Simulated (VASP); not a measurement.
# BaMn3 (Pm-3m) in VASP: notebook

Runs on BaMn3. Level: PBE. Tasks: single point, relaxation of cell and atoms.

All numbers are computed with VASP 6.6.1; they aren't measurements. Logs are shortened: lines on timing, memory, paths and dates and some standing lists are left out, and cuts for length are marked.

## 1. The cell of the first run

Symmetry: Pm-3m, No. 221, cubic system. The conventional cell has a = 4.328 Å, b = 4.328 Å, c = 4.328 Å, α = 90.00°, β = 90.00°, γ = 90.00°. Ba (site symmetry m-3m) has 12 Mn at 3.06 Å within 4.0 Å. Mn (site symmetry 4/mmm) has 4 Ba at 3.06 Å and 8 Mn at 3.06 Å within 4.0 Å.

## 2. Single point, PBE, collinear spin, ferromagnetic start

INCAR reads:

```
SYSTEM = BaMn3
PREC = Accurate
ENCUT = 520
EDIFF = 1E-6
ISMEAR = 0
SIGMA = 0.1
LREAL = .FALSE.
LASPH = .TRUE.
NELM = 150
ALGO = Normal
ISIF = 2
LWAVE = .FALSE.
LCHARG = .TRUE.
ISPIN = 2
MAGMOM = 0 3.77 3.77 3.77
LORBIT = 11
LMAXMIX = 4
GGA = PE
LELF = .TRUE.
LVHAR = .TRUE.
NBANDS = 36
```

KPOINTS reads:

```
regular mesh
0
G
  4 4 4
  0 0 0
```

POSCAR reads:

```
BaMn3
1.0
    4.3280009146      0.0000000000      0.0000000000
    0.0000000000      4.3280009146      0.0000000000
    0.0000000000      0.0000000000      4.3280009146
Ba Mn
1 3
Direct
    0.0000000000      0.0000000000      0.0000000000
    0.0000000000      0.5000000000      0.5000000000
    0.5000000000      0.0000000000      0.5000000000
    0.5000000000      0.5000000000      0.0000000000
```

Potentials or basis: VASP PAW PBE potentials, release 64 (Ba_sv, Mn_pv).

Started as:

```bash
$ cat potpaw_PBE.64/Ba_sv/POTCAR potpaw_PBE.64/Mn_pv/POTCAR > POTCAR
$ mpirun -np 1 vasp_std > vasp.out
```

OUTCAR:

```text
SYSTEM = BaMn3
   PREC = Accurate
   ENCUT = 520
   EDIFF = 1E-6
   ISMEAR = 0
   LREAL = .FALSE.
   LASPH = .TRUE.
   NELM = 150
   ISIF = 2
   ISPIN = 2
   LORBIT = 11
   GGA = PE

 ion  position               nearest neighbor table
   1  0.000  0.000  0.000-   2 3.06   3 3.06   4 3.06   2 3.06   3 3.06   2 3.06   4 3.06   2 3.06
                             3 3.06   4 3.06   3 3.06   4 3.06
   2  0.000  0.500  0.500-   1 3.06   3 3.06   4 3.06   1 3.06   4 3.06   1 3.06   3 3.06   1 3.06
                             3 3.06   4 3.06   4 3.06   3 3.06
   3  0.500  0.000  0.500-   1 3.06   2 3.06   4 3.06   1 3.06   4 3.06   2 3.06   4 3.06   4 3.06
                             1 3.06   2 3.06   1 3.06   2 3.06
   4  0.500  0.500  0.000-   1 3.06   2 3.06   3 3.06   2 3.06   3 3.06   1 3.06   3 3.06   3 3.06
                             1 3.06   2 3.06   2 3.06   1 3.06

  LATTYP: Found a simple cubic cell.
 ALAT       =     4.3280009146

  Lattice vectors:

 A1 = (   4.3280009146,   0.0000000000,   0.0000000000)
 A2 = (   0.0000000000,   4.3280009146,   0.0000000000)
 A3 = (   0.0000000000,   0.0000000000,   4.3280009146)

Analysis of symmetry for initial positions (statically):
=====================================================================
 Subroutine PRICEL returns:
 Original cell was already a primitive cell.

 Routine SETGRP: Setting up the symmetry group for a
 simple cubic supercell.

 Subroutine GETGRP returns: Found 48 space group operations
 (whereof 48 operations were pure point group operations)
 out of a pool of 48 trial point group operations.

The static configuration has the point symmetry O_h .

Analysis of symmetry for dynamics (positions and initial velocities):
=====================================================================
 Subroutine PRICEL returns:
 Original cell was already a primitive cell.

 Routine SETGRP: Setting up the symmetry group for a
 simple cubic supercell.

 Subroutine GETGRP returns: Found 48 space group operations
 (whereof 48 operations were pure point group operations)
 out of a pool of 48 trial point group operations.

The dynamic configuration has the point symmetry O_h .

Analysis of structural, dynamic, and magnetic symmetry:
=====================================================================
 Subroutine PRICEL returns:
 Original cell was already a primitive cell.

 Routine SETGRP: Setting up the symmetry group for a
 simple cubic supercell.

 Subroutine GETGRP returns: Found 48 space group operations
 (whereof 48 operations were pure point group operations)
 out of a pool of 48 trial point group operations.

The overall configuration has the point symmetry O_h .

 Subroutine INISYM returns: Found 48 space group operations
 (whereof 48 operations are pure point group operations),
 and found     1 'primitive' translations

----------------------------------------------------------------------------------------

                                     Primitive cell

  volume of cell :      81.0703

  direct lattice vectors                    reciprocal lattice vectors
     4.328000915  0.000000000  0.000000000     0.231053556  0.000000000  0.000000000
     0.000000000  4.328000915  0.000000000     0.000000000  0.231053556  0.000000000
     0.000000000  0.000000000  4.328000915     0.000000000  0.000000000  0.231053556

  length of vectors
     4.328000915  4.328000915  4.328000915     0.231053556  0.231053556  0.231053556

  position of ions in fractional coordinates (direct lattice)
     0.000000000  0.000000000  0.000000000
     0.000000000  0.500000000  0.500000000
     0.500000000  0.000000000  0.500000000
     0.500000000  0.500000000  0.000000000

  ion indices of the primitive-cell ions
   primitive index   ion index
                 1           1
                 2           2
                 3           3
                 4           4

----------------------------------------------------------------------------------------

 KPOINTS: regular mesh

Automatic generation of k-mesh.
 Grid dimensions read from file:
 generate k-points for:    4    4    4

 Generating k-lattice:

  Cartesian coordinates                     Fractional coordinates (reciprocal lattice)
     0.057763389  0.000000000  0.000000000     0.250000000  0.000000000  0.000000000
     0.000000000  0.057763389  0.000000000     0.000000000  0.250000000  0.000000000
     0.000000000  0.000000000  0.057763389     0.000000000  0.000000000  0.250000000

  Length of vectors
     0.057763389  0.057763389  0.057763389

  Shift w.r.t. Gamma in fractional coordinates (k-lattice)
     0.000000000  0.000000000  0.000000000

 Subroutine IBZKPT returns following result:
 ===========================================

 Found     10 irreducible k-points:

 Following reciprocal coordinates:
            Coordinates               Weight
  0.000000  0.000000  0.000000      1.000000
  0.250000  0.000000  0.000000      6.000000
  0.500000  0.000000  0.000000      3.000000
  0.250000  0.250000  0.000000     12.000000
  0.500000  0.250000  0.000000     12.000000
  0.500000  0.500000  0.000000      3.000000
  0.250000  0.250000  0.250000      8.000000
  0.500000  0.250000  0.250000     12.000000
  0.500000  0.500000  0.250000      6.000000
  0.500000  0.500000  0.500000      1.000000
   k-points           NKPTS =     10   k-points in BZ     NKDIM =     10   number of bands    NBANDS=     36
   number of dos      NEDOS =    301   number of ions     NIONS =      4
   total plane-waves  NPLWV =  32768
   dimension x,y,z NGX =    32 NGY =   32 NGZ =   32
   dimension x,y,z NGXF=    64 NGYF=   64 NGZF=   64
   ions per type =               1   3
   NGX,Y,Z   is equivalent  to a cutoff of  12.29, 12.29, 12.29 a.u.
   NGXF,Y,Z  is equivalent  to a cutoff of  24.58, 24.58, 24.58 a.u.
 SYSTEM =  BaMn3
   PREC   = accura    normal or accurate (medium, high low for compatibility)
   ISTART =      0    job   : 0-new  1-cont  2-samecut
   ICHARG =      2    charge: 1-file 2-atom 10-const
   ISPIN  =      2    spin polarized calculation?
   LNONCOLLINEAR =      F non collinear calculations
   LSORBIT =      F    spin-orbit coupling
   LASPH  =      T    aspherical Exc in radial PAW
   ENCUT  =  520.0 eV  38.22 Ry    6.18 a.u.   8.05  8.05  8.05*2*pi/ulx,y,z
   NELM   =    150;   NELMIN=  2; NELMDL= -5     # of ELM steps
   EDIFF  = 0.1E-05   stopping-criterion for ELM
   LREAL  =      F    real-space projection
   EDIFFG = 0.1E-04   stopping-criterion for IOM
   NSW    =      0    number of steps for IOM
   IBRION =     -1    ionic relax: 0-MD 1-quasi-New 2-CG
   NFREE  =      0    steps in history (QN), initial steepest desc. (CG)
   ISIF   =      2    stress and relaxation
   ISYM   =      2    0-nonsym 1-usesym 2-fastsym
   POTIM  = 0.5000    time-step for ionic-motion
   TEBEG  =    0.0;   TEEND  =   0.0 temperature during run
   PSTRESS=    0.0 pullay stress
   NELECT =      49.0000    total number of electrons
   NUPDOWN=      -1.0000    fix difference up-down
   EMIN   =  10.00;   EMAX   =-10.00  energy-range for DOS
   EFERMI =   0.00;   METHOD = LEGACY
   ISMEAR =     0;   SIGMA  =   0.10  broadening in eV -4-tet -1-fermi 0-gaus
   EFERMI_NEDOS =   21; number of points for ismear=-14 and -15
   IALGO  =     38    algorithm
   IMIX   =      4    mixing-type and parameters
     AMIX     =   0.40;   BMIX     =  1.00
     AMIX_MAG =   1.60;   BMIX_MAG =  1.00
  volume/ion in A,a.u.               =      20.27       136.77
  Fermi-wavevector in a.u.,A,eV,Ry     =   1.384160  2.615682 26.067373  1.915898
  Thomas-Fermi vector in A             =   2.508690
   LORBIT       =     11    0 simple, 1 ext, 2 COOP (PROOUT), +10 PAW based schemes
   GGA     = PE    functional components
   LHFCALC =     F    Hartree Fock is set to
   AEXX    =    0.0000 exact exchange contribution
   IVDW    =     0    specifies the selected vdW correction
   LEPSILON=     F    determine dielectric tensor
   LRPA    =     F    only Hartree local field effects (RPA)
 spin polarized calculation
 Gauss-broadening in eV      SIGMA  =   0.10
  energy-cutoff  :      520.00
  volume of cell :       81.07
 maximum number of plane-waves:      2272
   NGX = 17   NGY = 17   NGZ = 17

 number of electron      49.0000083 magnetization       9.8330452

 number of electron      49.0000075 magnetization      10.3164686

 Free energy of the ion-electron system (eV)
  ---------------------------------------------------
  ext. energy  EPLUGINS =         0.00000000
  ---------------------------------------------------
  free energy    TOTEN  =       -24.76661511 eV

  energy without entropy =      -24.75219997  energy(sigma->0) =      -24.75940754

 E-fermi :   5.3282     XC(G=0): -10.9231

 val. band max:        5.3007757186   @ k =   0.5000   0.5000   0.5000
 cond. band min:       5.3860315348   @ k =   0.5000   0.2500   0.0000
 fundamental gap:      0.0852558162
 Fermi energy:         5.3281586726

 spin component 1

 k-point     1 :       0.0000    0.0000    0.0000
  band No.  band energies     occupation
      1     -44.1482      1.00000
      2     -44.1482      1.00000
      3     -44.1482      1.00000
      4     -44.1375      1.00000
      5     -44.1375      1.00000
      6     -44.1375      1.00000
[... 379 lines left out ...]
     35       8.0371      0.00000
     36      12.3113      0.00000
 Fermi energy:         5.3281586726

 spin component 2

 k-point     1 :       0.0000    0.0000    0.0000
  band No.  band energies     occupation
      1     -40.4643      1.00000
      2     -40.4643      1.00000
      3     -40.4643      1.00000
      4     -40.4486      1.00000
      5     -40.4486      1.00000
      6     -40.4486      1.00000
[... 379 lines left out ...]
     35       8.8843      0.00000
     36      12.4508      0.00000

------------------------ aborting loop because EDIFF is reached ----------------------------------------

  FORCE on cell =-STRESS in cart. coord.  units (eV):
  Direction    XX          YY          ZZ          XY          YZ          ZX
  --------------------------------------------------------------------------------------
  -------------------------------------------------------------------------------------
  Total        0.6848609      0.6848609      0.6848609     -0.0000000     -0.0000000      0.0000000
  in kB       13.5347718     13.5347718     13.5347718     -0.0000000     -0.0000000      0.0000000
  external PRESSURE =      13.5347718 kB  Pullay stress =       0.0000000 kB

 VOLUME and BASIS-vectors are now :
 -----------------------------------------------------------------------------
  energy-cutoff  :      520.00
  volume of cell :       81.07
      direct lattice vectors                 reciprocal lattice vectors
     4.328000915  0.000000000  0.000000000     0.231053556  0.000000000  0.000000000
     0.000000000  4.328000915  0.000000000     0.000000000  0.231053556  0.000000000
     0.000000000  0.000000000  4.328000915     0.000000000  0.000000000  0.231053556

 POSITION                                       TOTAL-FORCE (eV/Angst)
 -----------------------------------------------------------------------------------
      0.00000      0.00000      0.00000         0.000000      0.000000      0.000000
      0.00000      2.16400      2.16400         0.000000      0.000000      0.000000
      2.16400      0.00000      2.16400         0.000000      0.000000      0.000000
      2.16400      2.16400      0.00000         0.000000      0.000000      0.000000
 -----------------------------------------------------------------------------------
    total drift:                                0.000000     -0.000000     -0.000000

  FREE ENERGIE OF THE ION-ELECTRON SYSTEM (eV)
  ---------------------------------------------------
  free  energy   TOTEN  =       -24.7666151127 eV

  energy  without entropy=      -24.7521999686  energy(sigma->0) =      -24.75940754

 total charge

# of ion       s       p       d       tot
------------------------------------------
    1        2.100   5.445   0.809   8.354
    2        0.312   6.140   5.013  11.465
    3        0.312   6.140   5.013  11.465
    4        0.312   6.140   5.013  11.465
--------------------------------------------------
tot          3.035  23.865  15.849  42.749

 magnetization (x)

# of ion       s       p       d       tot
------------------------------------------
    1       -0.021   0.052  -0.197  -0.165
    2        0.004  -0.010   3.458   3.451
    3        0.004  -0.010   3.458   3.451
    4        0.004  -0.010   3.458   3.451
--------------------------------------------------
tot         -0.009   0.021  10.176  10.188
```

Run time: 24 s. Hardware: 1 thread of Intel Xeon 6975P-C (Granite Rapids), shared host; peak memory 0.22 GiB.

Results:

| Item | Value |
| --- | --- |
| Free energy | -24.7666 eV |
| Pressure | 1.4 GPa |
| Net moment | 10.32 μB per cell |
| Site moments | Ba -0.17; Mn +3.45 μB |
| Valence electrons inside the program's atomic spheres | Ba 8.35; Mn 11.46 |

Caveat: the k points lie up to 0.36 Å⁻¹ apart; spin-orbit coupling is left out, which moves the levels of the heavy elements.

(Part 1 of 2 ends here.)
